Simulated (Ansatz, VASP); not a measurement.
## Pb in VASP and in Ansatz

INCAR

```
PREC = Accurate ; ENCUT = 520
EDIFF = 1E-6 ; ISMEAR = -1
SIGMA = 0.1 ; LREAL = F
LASPH = T ; NELM = 80
ALGO = Normal ; ISIF = 2
LWAVE = F ; LCHARG = F
GGA = B5 ; ALDAX = 1.0
AGGAX = 1.0 ; AGGAC = 1.0
ALDAC = 0.0 ; NBANDS = 21
```

File KPOINTS:

```
regular mesh
0
Gamma
  11 11 6
```

POSCAR

```
Pb
1.0
    3.6028349509      0.0000000000      0.0000000000
   -1.8014174755      3.1201465931      0.0000000000
    0.0000000000      0.0000000000      5.9406110992
Pb
2
Direct
    0.3333333333      0.6666666667      0.2500000000
    0.6666666667      0.3333333333      0.7500000000
```

Input for Ansatz:

```yaml
crystal:
  lattice:
    - [3.6028349509, 0.0, 0.0]
    - [-1.8014174755, 3.1201465931, 0.0]
    - [0.0, 0.0, 5.9406110992]
  atoms:
    - { symbol: Pb, position: [0.3333333333, 0.6666666667, 0.25] }
    - { symbol: Pb, position: [0.6666666667, 0.3333333333, 0.75] }
hamiltonian:
  xc: blyp
  pseudopotentials:
    kind: paw
    azcp:
      Pb: "pseudopotentials/Pb.paw.azcp"
basis:
  ecutwfc: 420
  fft_grid_basis: typed
kpoints:
  mp_grid: { grid: [11, 11, 6], shift: [0, 0, 0] }
magnetization:
  spin_polarized: false
scf:
  occupations: { method: fermi_dirac, width: 0.1 }
  lower_state_search: "off"
output:
  stress: true
```

Alike in both runs: task single point; functional BLYP; k mesh 11 × 11 × 6; occupations fermi-dirac, width 0.1 eV; no spin polarisation.

```csv
,VASP,Ansatz
version,VASP 6.6.1,Ansatz 0.2.0
potentials or method,"VASP PAW PBE potentials, release 64 (Pb_d), cutoff 520 eV","plane waves (420 eV) with PAW, scalar-relativistic"
valence electrons in the cell,28,28
```

|  | VASP | Ansatz | Ansatz less VASP |
| --- | --- | --- | --- |
| pressure (GPa) | 1.2 | 1.2 | -0.05 |

VASP's potentials were made for PBE, not for BLYP.

Neither program's run includes spin-orbit coupling.
